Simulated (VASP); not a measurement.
# Si (P6_3/mmc) in VASP: further runs

The runs below take Si through single point, with PBE.

Program: VASP 6.6.1. These are calculated values, not measurements. Logs are shortened: lines on timing, memory, paths and dates and some standing lists are left out, and cuts for length are marked.

## 1. The cell of the first run

Symmetry: P6_3/mmc, No. 194, hexagonal system. The conventional cell has a = 4.025 Å, b = 4.025 Å, c = 6.289 Å, α = 90.00°, β = 90.00°, γ = 120.00°. Within 3.2 Å of Si (site symmetry 3m) lie 4 Si at 2.39 to 2.44 Å.

This isn't the form of Si at room conditions, which is diamond.

## 2. Single point, PBE (biaxial strain in the a-b plane: +4.5 %, then relaxed in part)

INCAR

```
SYSTEM = Si
PREC = Accurate
ENCUT = 520
EDIFF = 1E-6
ISMEAR = 0
SIGMA = 0.02
LREAL = .FALSE.
LASPH = .TRUE.
NELM = 60
ALGO = Normal
ISIF = 2
LWAVE = .FALSE.
LCHARG = .FALSE.
GGA = PE
NBANDS = 16
```

KPOINTS

```
regular mesh
0
G
  12 12 6
  0 0 0
```

POSCAR

```
Si
1.0
    4.0245882543      0.0000000000      0.0000000000
   -2.0122941272      3.4853956680      0.0000000000
    0.0000000000      0.0000000000      6.2890490798
Si
4
Direct
    0.3333333333      0.6666666667      0.0597453583
    0.6666666667      0.3333333333      0.5597453583
    0.3333333333      0.6666666667      0.4402546417
    0.6666666667      0.3333333333      0.9402546417
```

Potentials or basis: VASP PAW PBE potentials, release 64 (Si).

On the command line:

```
cat potpaw_PBE.64/Si/POTCAR > POTCAR
mpirun -np 1 vasp_std > vasp.out
```

OUTCAR:

```text
SYSTEM = Si
   PREC = Accurate
   ENCUT = 520
   EDIFF = 1E-6
   ISMEAR = 0
   LREAL = .FALSE.
   LASPH = .TRUE.
   NELM = 60
   ISIF = 2
   GGA = PE

 ion  position               nearest neighbor table
   1  0.333  0.667  0.060-   3 2.39   4 2.44   4 2.44   4 2.44
   2  0.667  0.333  0.560-   4 2.39   3 2.44   3 2.44   3 2.44
   3  0.333  0.667  0.440-   1 2.39   2 2.44   2 2.44   2 2.44
   4  0.667  0.333  0.940-   2 2.39   1 2.44   1 2.44   1 2.44

  LATTYP: Found a hexagonal cell.
 ALAT       =     4.0245882543
 C/A-ratio  =     1.5626565210

  Lattice vectors:

 A1 = (   4.0245882543,   0.0000000000,   0.0000000000)
 A2 = (  -2.0122941272,   3.4853956680,   0.0000000000)
 A3 = (   0.0000000000,   0.0000000000,   6.2890490798)

Analysis of symmetry for initial positions (statically):
=====================================================================
 Subroutine PRICEL returns:
 Original cell was already a primitive cell.

 Routine SETGRP: Setting up the symmetry group for a
 hexagonal supercell.

 Subroutine GETGRP returns: Found 24 space group operations
 (whereof 12 operations were pure point group operations)
 out of a pool of 24 trial point group operations.

The static configuration has the point symmetry D_3d.
 The point group associated with its full space group is D_6h.

Analysis of symmetry for dynamics (positions and initial velocities):
=====================================================================
 Subroutine PRICEL returns:
 Original cell was already a primitive cell.

 Routine SETGRP: Setting up the symmetry group for a
 hexagonal supercell.

 Subroutine GETGRP returns: Found 24 space group operations
 (whereof 12 operations were pure point group operations)
 out of a pool of 24 trial point group operations.

The dynamic configuration has the point symmetry D_3d.
 The point group associated with its full space group is D_6h.

 Subroutine INISYM returns: Found 24 space group operations
 (whereof 12 operations are pure point group operations),
 and found     1 'primitive' translations

----------------------------------------------------------------------------------------

                                     Primitive cell

  volume of cell :      88.2183

  direct lattice vectors                    reciprocal lattice vectors
     4.024588254  0.000000000  0.000000000     0.248472623  0.143455736  0.000000000
    -2.012294127  3.485395668  0.000000000     0.000000000  0.286911472  0.000000000
     0.000000000  0.000000000  6.289049080     0.000000000  0.000000000  0.159006550

  length of vectors
     4.024588254  4.024588254  6.289049080     0.286911472  0.286911472  0.159006550

  position of ions in fractional coordinates (direct lattice)
     0.333333333  0.666666667  0.059745358
     0.666666667  0.333333333  0.559745358
     0.333333333  0.666666667  0.440254642
     0.666666667  0.333333333  0.940254642

  ion indices of the primitive-cell ions
   primitive index   ion index
                 1           1
                 2           2
                 3           3
                 4           4

----------------------------------------------------------------------------------------

 KPOINTS: regular mesh

Automatic generation of k-mesh.
 Grid dimensions read from file:
 generate k-points for:   12   12    6

 Generating k-lattice:

  Cartesian coordinates                     Fractional coordinates (reciprocal lattice)
     0.020706052  0.011954645  0.000000000     0.083333333  0.000000000  0.000000000
     0.000000000  0.023909289  0.000000000     0.000000000  0.083333333  0.000000000
     0.000000000  0.000000000  0.026501092     0.000000000  0.000000000  0.166666667

  Length of vectors
     0.023909289  0.023909289  0.026501092

  Shift w.r.t. Gamma in fractional coordinates (k-lattice)
     0.000000000  0.000000000  0.000000000

 Subroutine IBZKPT returns following result:
 ===========================================

 Found     76 irreducible k-points:

 Following reciprocal coordinates:
            Coordinates               Weight
  0.000000  0.000000  0.000000      1.000000
  0.083333 -0.000000  0.000000      6.000000
  0.166667 -0.000000  0.000000      6.000000
  0.250000 -0.000000  0.000000      6.000000
  0.333333 -0.000000  0.000000      6.000000
  0.416667  0.000000  0.000000      6.000000
[... 16 lines left out ...]
  0.250000 -0.000000  0.166667     12.000000
  0.333333 -0.000000  0.166667     12.000000
 [... further k-points ...]
   k-points           NKPTS =     76   k-points in BZ     NKDIM =     76   number of bands    NBANDS=     16
   number of dos      NEDOS =    301   number of ions     NIONS =      4
   total plane-waves  NPLWV =  43200
   dimension x,y,z NGX =    30 NGY =   30 NGZ =   48
   dimension x,y,z NGXF=    60 NGYF=   60 NGZF=   96
   ions per type =               4
   NGX,Y,Z   is equivalent  to a cutoff of  12.39, 12.39, 12.69 a.u.
   NGXF,Y,Z  is equivalent  to a cutoff of  24.78, 24.78, 25.38 a.u.
 SYSTEM =  Si
   PREC   = accura    normal or accurate (medium, high low for compatibility)
   ISTART =      0    job   : 0-new  1-cont  2-samecut
   ICHARG =      2    charge: 1-file 2-atom 10-const
   ISPIN  =      1    spin polarized calculation?
   LNONCOLLINEAR =      F non collinear calculations
   LSORBIT =      F    spin-orbit coupling
   LASPH  =      T    aspherical Exc in radial PAW
   ENCUT  =  520.0 eV  38.22 Ry    6.18 a.u.   7.48  7.48 11.69*2*pi/ulx,y,z
   NELM   =     60;   NELMIN=  2; NELMDL= -5     # of ELM steps
   EDIFF  = 0.1E-05   stopping-criterion for ELM
   LREAL  =      F    real-space projection
   EDIFFG = 0.1E-04   stopping-criterion for IOM
   NSW    =      0    number of steps for IOM
   IBRION =     -1    ionic relax: 0-MD 1-quasi-New 2-CG
   NFREE  =      0    steps in history (QN), initial steepest desc. (CG)
   ISIF   =      2    stress and relaxation
   ISYM   =      2    0-nonsym 1-usesym 2-fastsym
   POTIM  = 0.5000    time-step for ionic-motion
   TEBEG  =    0.0;   TEEND  =   0.0 temperature during run
   PSTRESS=    0.0 pullay stress
   NELECT =      16.0000    total number of electrons
   NUPDOWN=      -1.0000    fix difference up-down
   EMIN   =  10.00;   EMAX   =-10.00  energy-range for DOS
   EFERMI =   0.00;   METHOD = LEGACY
   ISMEAR =     0;   SIGMA  =   0.02  broadening in eV -4-tet -1-fermi 0-gaus
   EFERMI_NEDOS =   21; number of points for ismear=-14 and -15
   IALGO  =     38    algorithm
   IMIX   =      4    mixing-type and parameters
     AMIX     =   0.40;   BMIX     =  1.00
     AMIX_MAG =   1.60;   BMIX_MAG =  1.00
  volume/ion in A,a.u.               =      22.05       148.83
  Fermi-wavevector in a.u.,A,eV,Ry     =   0.926678  1.751167 11.683749  0.858731
  Thomas-Fermi vector in A             =   2.052666
   LORBIT       =      0    0 simple, 1 ext, 2 COOP (PROOUT), +10 PAW based schemes
   GGA     = PE    functional components
   LHFCALC =     F    Hartree Fock is set to
   AEXX    =    0.0000 exact exchange contribution
   IVDW    =     0    specifies the selected vdW correction
   LEPSILON=     F    determine dielectric tensor
   LRPA    =     F    only Hartree local field effects (RPA)
 non-spin polarized calculation
 Gauss-broadening in eV      SIGMA  =   0.02
  energy-cutoff  :      520.00
  volume of cell :       88.22
 maximum number of plane-waves:      2404
 NGX is ok and might be reduce to    30
   NGX = 15   NGY = 15   NGZ = 23

 number of electron      16.0000000 magnetization

 Free energy of the ion-electron system (eV)
  ---------------------------------------------------
  ext. energy  EPLUGINS =         0.00000000
  ---------------------------------------------------
  free energy    TOTEN  =       -21.44560355 eV

  energy without entropy =      -21.44560355  energy(sigma->0) =      -21.44560355

 E-fermi :   5.1505     XC(G=0):  -9.0240

 val. band max:        5.0378920175   @ k =   0.0000   0.0000   0.0000
 cond. band min:       5.2622058733   @ k =   0.0000   0.0000   0.0000
 fundamental gap:      0.2243138558
 Fermi energy:         5.1505354924

 k-point     1 :       0.0000    0.0000    0.0000
  band No.  band energies     occupation
      1      -6.4473      2.00000
      2      -4.0864      2.00000
      3      -1.6027      2.00000
      4       3.4293      2.00000
      5       3.4293      2.00000
      6       5.0348      2.00000
[... 8 lines left out ...]
     15       9.1644      0.00000
     16      10.8929      0.00000

 k-point     2 :       0.0833   -0.0000    0.0000
  band No.  band energies     occupation
      1      -6.3762      2.00000
      2      -4.0131      2.00000
      3      -1.5829      2.00000
      4       2.7730      2.00000
      5       3.2903      2.00000
      6       4.3822      2.00000
[... 8 lines left out ...]
     15       9.4323      0.00000
     16      10.4950      0.00000

 k-point     3 :       0.1667   -0.0000    0.0000
  band No.  band energies     occupation
      1      -6.1648      2.00000
      2      -3.7950      2.00000
      3      -1.5592      2.00000
      4       1.7529      2.00000
      5       2.9741      2.00000
      6       3.2125      2.00000
[... 8 lines left out ...]
     15       9.9649      0.00000
     16      10.1500      0.00000

 k-point     4 :       0.2500   -0.0000    0.0000
  band No.  band energies     occupation
      1      -5.8208      2.00000
      2      -3.4384      2.00000
      3      -1.6673      2.00000
      4       0.9631      2.00000
      5       2.0152      2.00000
      6       2.6330      2.00000
[... 8 lines left out ...]
     15      10.9061      0.00000
     16      11.1718      0.00000

 k-point     5 :       0.3333   -0.0000    0.0000
  band No.  band energies     occupation
      1      -5.3646      2.00000
      2      -2.9609      2.00000
      3      -2.0880      2.00000
      4       0.6631      2.00000
      5       0.9077      2.00000
      6       2.3538      2.00000
[... 8 lines left out ...]
     15      11.7473      0.00000
     16      11.9668      0.00000

 k-point     6 :       0.4167    0.0000    0.0000
  band No.  band energies     occupation
      1      -4.8598      2.00000
      2      -2.7009      2.00000
      3      -2.4233      2.00000
      4      -0.0168      2.00000
      5       0.7546      2.00000
      6       2.1756      2.00000
[... 8 lines left out ...]
     15      11.8651      0.00000
     16      12.4577      0.00000

 k-point     7 :       0.5000   -0.0000    0.0000
  band No.  band energies     occupation
      1      -4.5687      2.00000
      2      -3.0507      2.00000
      3      -2.1045      2.00000
      4      -0.4658      2.00000
      5       0.8677      2.00000
      6       2.1146      2.00000
[... 8 lines left out ...]
     15      11.9897      0.00000
     16      13.0316      0.00000

 k-point     8 :       0.0833    0.0833    0.0000
  band No.  band energies     occupation
      1      -6.2348      2.00000
      2      -3.8674      2.00000
      3      -1.5601      2.00000
      4       2.0525      2.00000
      5       2.9836      2.00000
      6       3.5628      2.00000
[... 8 lines left out ...]
     15      10.1308      0.00000
     16      10.1902      0.00000

 k-point     9 :       0.1667    0.0833    0.0000
  band No.  band energies     occupation
      1      -5.9566      2.00000
      2      -3.5795      2.00000
      3      -1.5956      2.00000
      4       1.2617      2.00000
      5       2.4861      2.00000
      6       2.5355      2.00000
[... 8 lines left out ...]
     15       9.7898      0.00000
     16      10.6242      0.00000
[... 172 lines left out ...]
 k-point    19 :       0.3333    0.3333    0.0000
  band No.  band energies     occupation
      1      -3.7006      2.00000
      2      -3.7006      2.00000
      3      -1.1536      2.00000
      4      -1.1536      2.00000
      5       0.3850      2.00000
      6       1.8530      2.00000
[... 8 lines left out ...]
     15      11.1621      0.00000
     16      11.1621      0.00000

 k-point    20 :       0.0000    0.0000    0.1667
  band No.  band energies     occupation
      1      -6.3562      2.00000
      2      -4.4331      2.00000
      3      -1.0935      2.00000
      4       3.5019      2.00000
      5       3.5019      2.00000
      6       4.2460      2.00000
[... 8 lines left out ...]
     15       8.9484      0.00000
     16      11.1757      0.00000

 k-point    21 :       0.0833   -0.0000    0.1667
  band No.  band energies     occupation
      1      -6.2851      2.00000
      2      -4.3620      2.00000
      3      -1.0774      2.00000
      4       2.8604      2.00000
      5       3.3637      2.00000
      6       3.8197      2.00000
[... 8 lines left out ...]
     15       9.2151      0.00000
     16      10.8871      0.00000

 k-point    22 :       0.1667   -0.0000    0.1667
  band No.  band energies     occupation
      1      -6.0740      2.00000
      2      -4.1513      2.00000
      3      -1.0727      2.00000
      4       1.8705      2.00000
      5       2.8013      2.00000
      6       3.0490      2.00000
[... 8 lines left out ...]
     15       9.9232      0.00000
     16      10.5505      0.00000

 k-point    23 :       0.2500   -0.0000    0.1667
  band No.  band energies     occupation
      1      -5.7309      2.00000
      2      -3.8124      2.00000
      3      -1.2402      2.00000
      4       1.1544      2.00000
      5       1.6689      2.00000
      6       2.7091      2.00000
[... 8 lines left out ...]
     15      10.8812      0.00000
     16      10.9931      0.00000

 k-point    24 :       0.3333   -0.0000    0.1667
  band No.  band energies     occupation
      1      -5.2763      2.00000
      2      -3.3828      2.00000
      3      -1.7270      2.00000
      4       0.5881      2.00000
      5       0.9711      2.00000
      6       2.4306      2.00000
[... 8 lines left out ...]
     15      11.6194      0.00000
     16      11.8129      0.00000

 [... further k-points ...]
[... 5 lines left out ...]
  --------------------------------------------------------------------------------------
  -------------------------------------------------------------------------------------
  Total       -4.6165864     -4.6165864     -0.0194147      0.0000000     -0.0000000      0.0000000
  in kB      -83.8442003    -83.8442003     -0.3525998      0.0000000     -0.0000000      0.0000000
  external PRESSURE =     -56.0136668 kB  Pullay stress =       0.0000000 kB

 VOLUME and BASIS-vectors are now :
 -----------------------------------------------------------------------------
  energy-cutoff  :      520.00
  volume of cell :       88.22
      direct lattice vectors                 reciprocal lattice vectors
     4.024588254  0.000000000  0.000000000     0.248472623  0.143455736  0.000000000
    -2.012294127  3.485395668  0.000000000     0.000000000  0.286911472  0.000000000
     0.000000000  0.000000000  6.289049080     0.000000000  0.000000000  0.159006550

 POSITION                                       TOTAL-FORCE (eV/Angst)
 -----------------------------------------------------------------------------------
     -0.00000      2.32360      0.37574        -0.000000     -0.000000      0.002078
      2.01229      1.16180      3.52027         0.000000      0.000000      0.002078
     -0.00000      2.32360      2.76878         0.000000     -0.000000     -0.002078
      2.01229      1.16180      5.91331         0.000000     -0.000000     -0.002078
 -----------------------------------------------------------------------------------
    total drift:                                0.000000     -0.000000      0.000000

  FREE ENERGIE OF THE ION-ELECTRON SYSTEM (eV)
  ---------------------------------------------------
  free  energy   TOTEN  =       -21.4456035487 eV

  energy  without entropy=      -21.4456035487  energy(sigma->0) =      -21.44560355
```

Run time: 55 s. Hardware: 1 thread of Intel Xeon Platinum 8559C (Emerald Rapids), shared host; peak memory 0.22 GiB.

What came out:

```
Free energy            : -21.4456 eV
Pressure               : -5.6 GPa
Band gap on the k mesh : 0.22 eV
```

Forces in eV/Å, atoms in the order of the input:
```
Si   0.000  0.000  0.002
Si   0.000  0.000  0.002
Si   0.000  0.000 -0.002
Si   0.000  0.000 -0.002
```

Levels at points of the mesh, in eV from the valence-band top:
```csv
k point,band 6,band 7,band 8,band 9,band 10,band 11
"(0.00, 0.00, 0.00)",0.00,0.00,0.00,0.22,1.88,1.88
"(0.50, 0.00, 0.00)",-2.92,-2.57,-1.23,0.39,2.30,3.17
"(0.00, 0.00, 0.50)",-0.99,-0.99,-0.99,1.13,1.13,2.89
"(0.50, 0.00, 0.50)",-2.26,-1.95,-1.95,1.01,1.01,2.04
```

Caveat: the cell differs from its parent crystal (biaxial strain in the a-b plane: +4.5 %, then relaxed in part); the stress differs along the axes, from -8 to -0 GPa.

## 3. Single point, PBE

INCAR

```
PREC = Accurate ; ENCUT = 520
EDIFF = 1E-6 ; ISMEAR = 0
SIGMA = 0.02 ; LREAL = F
LASPH = T ; NELM = 100
ALGO = Normal ; ISIF = 2
LWAVE = F ; LCHARG = F
GGA = PE ; NBANDS = 16
```

KPOINTS

```
regular mesh
0
Gamma
  12 12 6
```

POSCAR

```
Si
1.0
    4.0245882543      0.0000000000      0.0000000000
   -2.0122941272      3.4853956680      0.0000000000
    0.0000000000      0.0000000000      6.2891413008
Si
4
Direct
    0.3333333333      0.6666666667      0.0597469200
    0.6666666667      0.3333333333      0.5597469200
    0.3333333333      0.6666666667      0.4402530800
    0.6666666667      0.3333333333      0.9402530800
```

Potentials or basis: VASP PAW PBE potentials, release 64 (Si).

On the command line:

```
cat potpaw_PBE.64/Si/POTCAR > POTCAR
mpirun -np 1 vasp_std > vasp.out
```

Run time: 51 s. Hardware: 1 thread of Intel Xeon Platinum 8559C (Emerald Rapids), shared host; peak memory 0.23 GiB.

The run converged. Its results:

* Free energy: -21.4456 eV
* Pressure: -5.6 GPa
* Band gap on the k mesh: 0.22 eV

Stress tensor (GPa, compression positive):
```
-8.38  0.00  0.00
 0.00 -8.38  0.00
 0.00  0.00 -0.04
```

Levels at points of the mesh, in eV from the valence-band top:
```tsv
k point	band 6	band 7	band 8	band 9	band 10	band 11
(0.00, 0.00, 0.00)	0.00	0.00	0.00	0.22	1.88	1.88
(0.50, 0.00, 0.00)	-2.92	-2.57	-1.23	0.39	2.30	3.17
(0.00, 0.00, 0.50)	-0.99	-0.99	-0.99	1.13	1.13	2.89
(0.50, 0.00, 0.50)	-2.26	-1.95	-1.95	1.01	1.01	2.04
```

Caveat: the stress differs along the axes, from -8 to -0 GPa.

[end of part 1 of 2]
